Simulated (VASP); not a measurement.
Set up this calculation in VASP 6.6.1, as the native input.

```yaml
Task: single point
Functional: BLYP
Potentials_or_basis: VASP PAW PBE potentials, release 64 (Si)
Cutoff: 520 eV
k_mesh: 15 × 15 × 15
Occupations: fermi-dirac, width 0.1 eV
Spin: no spin polarisation
Dipole_correction: no
Further_INCAR_settings: ALGO = Normal; EDIFF = 1e-06; NBANDS = 8
```

The structure of Si lies in POSCAR:

```
Si
1.0
    0.0000000000      2.0775035287      2.0775035287
    2.0775035287      0.0000000000      2.0775035287
    2.0775035287      2.0775035287      0.0000000000
Si
1
Direct
    0.0000000000      0.0000000000      0.0000000000
```

This cell differs from its parent crystal: volume scaled by 1.08.

These files were run (other wordings do the same):

INCAR

```
  AGGAC = 1.0
  AGGAX = 1.0
  ALDAC = 0.0
  ALDAX = 1.0
  ALGO = Normal
  EDIFF = 1E-6
  ENCUT = 520
  GGA = B5
  ISIF = 2
  ISMEAR = -1
  LASPH = T
  LCHARG = T
  LELF = T
  LREAL = F
  LVHAR = T
  LWAVE = F
  NBANDS = 8
  NELM = 80
  PREC = Accurate
  SIGMA = 0.1
```

KPOINTS

```
k-points
0
Gamma
  15 15 15
```

Potentials or basis: VASP PAW PBE potentials, release 64 (Si).

Command:

```console
$ cat potpaw_PBE.64/Si/POTCAR > POTCAR
$ mpirun -np 1 vasp_std > vasp.out
```

It gave:

| Property | Result |
| --- | --- |
| Pressure | -3.1 GPa |
| Band gap on the k mesh | zero (band 2 reaches 16.54 eV, above the bottom of band 3 at 5.69 eV) |

Caveat: the PAW data sets were made with another functional, which shifts forces and pressure a little.

Run time: 13 s on 1 thread of Intel Xeon 6975P-C, on a shared host, peak memory 0.14 GiB.
